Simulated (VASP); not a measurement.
Crystal: HfO2.

```
CELL_PARAMETERS angstrom
5.18535 0.00000 0.00000
0.00000 5.25394 0.00000
-0.86996 0.00000 5.28248
ATOMIC_POSITIONS crystal
Hf 0.27550 0.46030 0.70800
Hf 0.72450 0.96030 0.79200
Hf 0.72450 0.53970 0.29200
Hf 0.27550 0.03970 0.20800
O 0.07420 0.16840 0.84670
O 0.92580 0.66840 0.65330
O 0.92580 0.83160 0.15330
O 0.07420 0.33160 0.34670
O 0.44870 0.74190 0.98010
O 0.55130 0.24190 0.51990
O 0.55130 0.25810 0.01990
O 0.44870 0.75810 0.48010
```

Program: VASP 6.6.1. Alike in all runs: task single point; no spin polarisation; cell as given; k mesh 5 × 5 × 5; cutoff (eV) 520; smearing fermi-dirac 0.05 eV.

Problem. Order these runs on this cell by their pressure, lowest first.
A. level PBEsol+D4; potentials or basis VASP PAW PBE potentials, release 64 (Hf_pv, O)
B. level PBE; potentials or basis VASP PAW PBE potentials, release 64 (Hf_pv, O)
C. level LDA; potentials or basis VASP PAW LDA potentials, release 64 (Hf_pv, O)
D. level RPBE; potentials or basis VASP PAW PBE potentials, release 64 (Hf_pv, O)

Solution. C (-18.4 GPa), A (-14.7 GPa), B (-6.4 GPa), D (-1.9 GPa).

Caveats: the PAW data sets were made with another functional, which shifts forces and pressure a little (some runs).
